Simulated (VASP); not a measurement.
# Al (P6/mmm) in VASP: further runs

Al is run at these levels: PBE; tasks: single point, relaxation of cell and atoms.

Everything below comes from runs of VASP 6.6.1. Logs are shortened: lines on timing, memory, paths and dates and some standing lists are left out, and cuts for length are marked.

### 1 The cell of the first run

The structure is hexagonal, space group P6/mmm (No. 191). The conventional cell has a = 4.593 Å, b = 4.593 Å, c = 2.815 Å, α = 90.00°, β = 90.00°, γ = 120.00°. Al (site symmetry 6/mmm) has 14 Al at 2.81 to 3.00 Å within 3.7 Å. Within 3.5 Å of Al (site symmetry -6m2) lie 11 Al at 2.65 to 3.00 Å.

### 2 Single point, PBE

Contents of INCAR:

```
SYSTEM = Al
PREC     = Accurate       ! precision mode
ENCUT    = 520            ! plane-wave cutoff, eV
EDIFF    = 1E-6           ! SCF threshold, eV
ISMEAR   = 0              ! smearing method
SIGMA    = 0.1            ! smearing width, eV
LREAL    = .FALSE.        ! projectors in reciprocal space
LASPH    = .TRUE.         ! aspherical terms in the spheres
NELM     = 100            ! most SCF steps
ALGO     = Normal         ! electronic algorithm
ISIF     = 2              ! what is computed and relaxed
LWAVE    = .FALSE.        ! write WAVECAR
LCHARG   = .TRUE.         ! write CHGCAR
GGA      = PE             ! functional
LELF     = .TRUE.         ! ELF
LVHAR    = .TRUE.       
NBANDS   = 12             ! bands
```

Contents of KPOINTS:

```
Automatic mesh
0
G
  6 6 6
  0 0 0
```

Contents of POSCAR:

```
Al
1.0
    4.5934529820      0.0000000000      0.0000000000
   -2.2967264910      3.9780469735      0.0000000000
    0.0000000000      0.0000000000      2.8149660518
Al
3
Direct
    0.0000000000      0.0000000000      0.0000000000
    0.3333333333      0.6666666667      0.5000000000
    0.6666666667      0.3333333333      0.5000000000
```

Potentials or basis: VASP PAW PBE potentials, release 64 (Al).

The run is started by

```bash
$ cat potpaw_PBE.64/Al/POTCAR > POTCAR
$ mpirun -np 1 vasp_std > vasp.out
```

OUTCAR:

```text
SYSTEM = Al
   PREC = Accurate
   ENCUT = 520
   EDIFF = 1E-6
   ISMEAR = 0
   LREAL = .FALSE.
   LASPH = .TRUE.
   NELM = 100
   ISIF = 2
   GGA = PE

 ion  position               nearest neighbor table
   1  0.000  0.000  0.000-   2 3.00   3 3.00   2 3.00   3 3.00   2 3.00   2 3.00   3 3.00   3 3.00
                             3 3.00   3 3.00   2 3.00   2 3.00
   2  0.333  0.667  0.500-   3 2.65   3 2.65   3 2.65   1 3.00   1 3.00   1 3.00   1 3.00   1 3.00
                             1 3.00
   3  0.667  0.333  0.500-   2 2.65   2 2.65   2 2.65   1 3.00   1 3.00   1 3.00   1 3.00   1 3.00
                             1 3.00

  LATTYP: Found a hexagonal cell.
 ALAT       =     4.5934529820
 C/A-ratio  =     0.6128213487

  Lattice vectors:

 A1 = (   4.5934529820,   0.0000000000,   0.0000000000)
 A2 = (  -2.2967264910,   3.9780469735,   0.0000000000)
 A3 = (   0.0000000000,   0.0000000000,   2.8149660518)

Analysis of symmetry for initial positions (statically):
=====================================================================
 Subroutine PRICEL returns:
 Original cell was already a primitive cell.

 Routine SETGRP: Setting up the symmetry group for a
 hexagonal supercell.

 Subroutine GETGRP returns: Found 24 space group operations
 (whereof 24 operations were pure point group operations)
 out of a pool of 24 trial point group operations.

The static configuration has the point symmetry D_6h.

Analysis of symmetry for dynamics (positions and initial velocities):
=====================================================================
 Subroutine PRICEL returns:
 Original cell was already a primitive cell.

 Routine SETGRP: Setting up the symmetry group for a
 hexagonal supercell.

 Subroutine GETGRP returns: Found 24 space group operations
 (whereof 24 operations were pure point group operations)
 out of a pool of 24 trial point group operations.

The dynamic configuration has the point symmetry D_6h.

 Subroutine INISYM returns: Found 24 space group operations
 (whereof 24 operations are pure point group operations),
 and found     1 'primitive' translations

----------------------------------------------------------------------------------------

                                     Primitive cell

  volume of cell :      51.4378

  direct lattice vectors                    reciprocal lattice vectors
     4.593452982  0.000000000  0.000000000     0.217701151  0.125689818  0.000000000
    -2.296726491  3.978046974  0.000000000     0.000000000  0.251379636  0.000000000
     0.000000000  0.000000000  2.814966052     0.000000000  0.000000000  0.355244071

  length of vectors
     4.593452982  4.593452982  2.814966052     0.251379636  0.251379636  0.355244071

  position of ions in fractional coordinates (direct lattice)
     0.000000000  0.000000000  0.000000000
     0.333333333  0.666666667  0.500000000
     0.666666667  0.333333333  0.500000000

  ion indices of the primitive-cell ions
   primitive index   ion index
                 1           1
                 2           2
                 3           3

----------------------------------------------------------------------------------------

 KPOINTS: Automatic mesh

Automatic generation of k-mesh.
 Grid dimensions read from file:
 generate k-points for:    6    6    6

 Generating k-lattice:

  Cartesian coordinates                     Fractional coordinates (reciprocal lattice)
     0.036283525  0.020948303  0.000000000     0.166666667  0.000000000  0.000000000
     0.000000000  0.041896606  0.000000000     0.000000000  0.166666667  0.000000000
     0.000000000  0.000000000  0.059207345     0.000000000  0.000000000  0.166666667

  Length of vectors
     0.041896606  0.041896606  0.059207345

  Shift w.r.t. Gamma in fractional coordinates (k-lattice)
     0.000000000  0.000000000  0.000000000

 Subroutine IBZKPT returns following result:
 ===========================================

 Found     28 irreducible k-points:

 Following reciprocal coordinates:
            Coordinates               Weight
  0.000000  0.000000  0.000000      1.000000
  0.166667 -0.000000  0.000000      6.000000
  0.333333 -0.000000  0.000000      6.000000
  0.500000 -0.000000  0.000000      3.000000
  0.166667  0.166667  0.000000      6.000000
  0.333333  0.166667  0.000000     12.000000
[... 16 lines left out ...]
  0.166667 -0.000000  0.500000      6.000000
  0.333333 -0.000000  0.500000      6.000000
 [... further k-points ...]
   k-points           NKPTS =     28   k-points in BZ     NKDIM =     28   number of bands    NBANDS=     12
   number of dos      NEDOS =    301   number of ions     NIONS =      3
   total plane-waves  NPLWV =  31104
   dimension x,y,z NGX =    36 NGY =   36 NGZ =   24
   dimension x,y,z NGXF=    72 NGYF=   72 NGZF=   48
   ions per type =               3
   NGX,Y,Z   is equivalent  to a cutoff of  13.03, 13.03, 14.17 a.u.
   NGXF,Y,Z  is equivalent  to a cutoff of  26.06, 26.06, 28.35 a.u.
 SYSTEM =  Al
   PREC   = accura    normal or accurate (medium, high low for compatibility)
   ISTART =      0    job   : 0-new  1-cont  2-samecut
   ICHARG =      2    charge: 1-file 2-atom 10-const
   ISPIN  =      1    spin polarized calculation?
   LNONCOLLINEAR =      F non collinear calculations
   LSORBIT =      F    spin-orbit coupling
   LASPH  =      T    aspherical Exc in radial PAW
   ENCUT  =  520.0 eV  38.22 Ry    6.18 a.u.   8.54  8.54  5.23*2*pi/ulx,y,z
   NELM   =    100;   NELMIN=  2; NELMDL= -5     # of ELM steps
   EDIFF  = 0.1E-05   stopping-criterion for ELM
   LREAL  =      F    real-space projection
   EDIFFG = 0.1E-04   stopping-criterion for IOM
   NSW    =      0    number of steps for IOM
   IBRION =     -1    ionic relax: 0-MD 1-quasi-New 2-CG
   NFREE  =      0    steps in history (QN), initial steepest desc. (CG)
   ISIF   =      2    stress and relaxation
   ISYM   =      2    0-nonsym 1-usesym 2-fastsym
   POTIM  = 0.5000    time-step for ionic-motion
   TEBEG  =    0.0;   TEEND  =   0.0 temperature during run
   PSTRESS=    0.0 pullay stress
   NELECT =       9.0000    total number of electrons
   NUPDOWN=      -1.0000    fix difference up-down
   EMIN   =  10.00;   EMAX   =-10.00  energy-range for DOS
   EFERMI =   0.00;   METHOD = LEGACY
   ISMEAR =     0;   SIGMA  =   0.10  broadening in eV -4-tet -1-fermi 0-gaus
   EFERMI_NEDOS =   21; number of points for ismear=-14 and -15
   IALGO  =     38    algorithm
   IMIX   =      4    mixing-type and parameters
     AMIX     =   0.40;   BMIX     =  1.00
     AMIX_MAG =   1.60;   BMIX_MAG =  1.00
  volume/ion in A,a.u.               =      17.15       115.71
  Fermi-wavevector in a.u.,A,eV,Ry     =   0.915647  1.730323 11.407260  0.838410
  Thomas-Fermi vector in A             =   2.040413
   LORBIT       =      0    0 simple, 1 ext, 2 COOP (PROOUT), +10 PAW based schemes
   GGA     = PE    functional components
   LHFCALC =     F    Hartree Fock is set to
   AEXX    =    0.0000 exact exchange contribution
   IVDW    =     0    specifies the selected vdW correction
   LEPSILON=     F    determine dielectric tensor
   LRPA    =     F    only Hartree local field effects (RPA)
 non-spin polarized calculation
 Gauss-broadening in eV      SIGMA  =   0.10
  energy-cutoff  :      520.00
  volume of cell :       51.44
 maximum number of plane-waves:      1412
 NGX is ok and might be reduce to    36
   NGX = 17   NGY = 17   NGZ = 11

 number of electron       9.0000000 magnetization

 Free energy of the ion-electron system (eV)
  ---------------------------------------------------
  ext. energy  EPLUGINS =         0.00000000
  ---------------------------------------------------
  free energy    TOTEN  =       -10.97542153 eV

  energy without entropy =      -10.97065377  energy(sigma->0) =      -10.97303765

 E-fermi :   7.6633     XC(G=0): -10.0557

 val. band max:        7.5689573899   @ k =   0.0000   0.0000   0.3333
 cond. band min:       7.6995319344   @ k =   0.3333   0.3333   0.3333
 fundamental gap:      0.1305745445
 Fermi energy:         7.6633090986

 k-point     1 :       0.0000    0.0000    0.0000
  band No.  band energies     occupation
      1      -3.2732      2.00000
      2       5.5383      2.00000
      3       5.5383      2.00000
      4       5.6294      2.00000
      5       5.6294      2.00000
      6       6.2748      2.00000
      7       6.3833      2.00000
      8      14.0580      0.00000
      9      14.9862      0.00000
     10      20.9930      0.00000
     11      21.2965      0.00000
     12      21.3007      0.00000

 k-point     2 :       0.1667   -0.0000    0.0000
  band No.  band energies     occupation
      1      -3.0135      2.00000
      2       3.0817      2.00000
      3       4.3744      2.00000
      4       4.7888      2.00000
      5       7.2775      2.00000
      6       7.8302      0.01826
      7       9.0211      0.00000
      8      14.2797      0.00000
      9      15.1580      0.00000
     10      18.5674      0.00000
     11      18.6909      0.00000
     12      19.6259      0.00000

 k-point     3 :       0.3333   -0.0000    0.0000
  band No.  band energies     occupation
      1      -2.2370      2.00000
      2       0.8286      2.00000
      3       3.6501      2.00000
      4       4.0375      2.00000
      5       9.4516      0.00000
      6       9.9690      0.00000
      7      12.5202      0.00000
      8      14.9455      0.00000
      9      14.9635      0.00000
     10      15.1914      0.00000
     11      16.4236      0.00000
     12      17.6197      0.00000
[... 286 lines left out ...]
 k-point    23 :       0.1667   -0.0000    0.5000
  band No.  band energies     occupation
      1       1.2812      2.00000
      2       1.8866      2.00000
      3       7.1448      2.00000
      4       7.7727      0.12191
      5       8.1435      0.00000
      6       9.0243      0.00000
      7       9.1992      0.00000
      8       9.3101      0.00000
      9      11.1291      0.00000
     10      12.3278      0.00000
     11      12.3609      0.00000
     12      12.3993      0.00000

 k-point    24 :       0.3333   -0.0000    0.5000
  band No.  band energies     occupation
      1       2.0362      2.00000
      2       2.6336      2.00000
      3       5.0141      2.00000
      4       5.6088      2.00000
      5       7.4535      1.99699
      6       8.4535      0.00000
      7       8.5260      0.00000
      8       8.5883      0.00000
      9      13.2392      0.00000
     10      14.3200      0.00000
     11      14.5286      0.00000
     12      14.5827      0.00000

 [... further k-points ...]
[... 5 lines left out ...]
  --------------------------------------------------------------------------------------
  -------------------------------------------------------------------------------------
  Total       -0.0484689     -0.0484689     -0.0294711      0.0000000      0.0000000      0.0000000
  in kB       -1.5097015     -1.5097015     -0.9179626      0.0000000      0.0000000      0.0000000
  external PRESSURE =      -1.3124552 kB  Pullay stress =       0.0000000 kB

 VOLUME and BASIS-vectors are now :
 -----------------------------------------------------------------------------
  energy-cutoff  :      520.00
  volume of cell :       51.44
      direct lattice vectors                 reciprocal lattice vectors
     4.593452982  0.000000000  0.000000000     0.217701151  0.125689818  0.000000000
    -2.296726491  3.978046974  0.000000000     0.000000000  0.251379636  0.000000000
     0.000000000  0.000000000  2.814966052     0.000000000  0.000000000  0.355244071

 POSITION                                       TOTAL-FORCE (eV/Angst)
 -----------------------------------------------------------------------------------
      0.00000      0.00000      0.00000        -0.000000     -0.000000      0.000000
     -0.00000      2.65203      1.40748         0.000000      0.000000      0.000000
      2.29673      1.32602      1.40748        -0.000000     -0.000000      0.000000
 -----------------------------------------------------------------------------------
    total drift:                               -0.000000     -0.000000     -0.000000

  FREE ENERGIE OF THE ION-ELECTRON SYSTEM (eV)
  ---------------------------------------------------
  free  energy   TOTEN  =       -10.9754215325 eV

  energy  without entropy=      -10.9706537704  energy(sigma->0) =      -10.97303765
```

It took 14 s on 1 thread of Intel Xeon Platinum 8488C (Sapphire Rapids), shared host; peak memory 0.17 GiB.

What came out:

- Free energy: -10.9754 eV
- Pressure: -0.1 GPa

Caveat: the k points lie up to 0.37 Å⁻¹ apart.

[end of part 1 of 2]
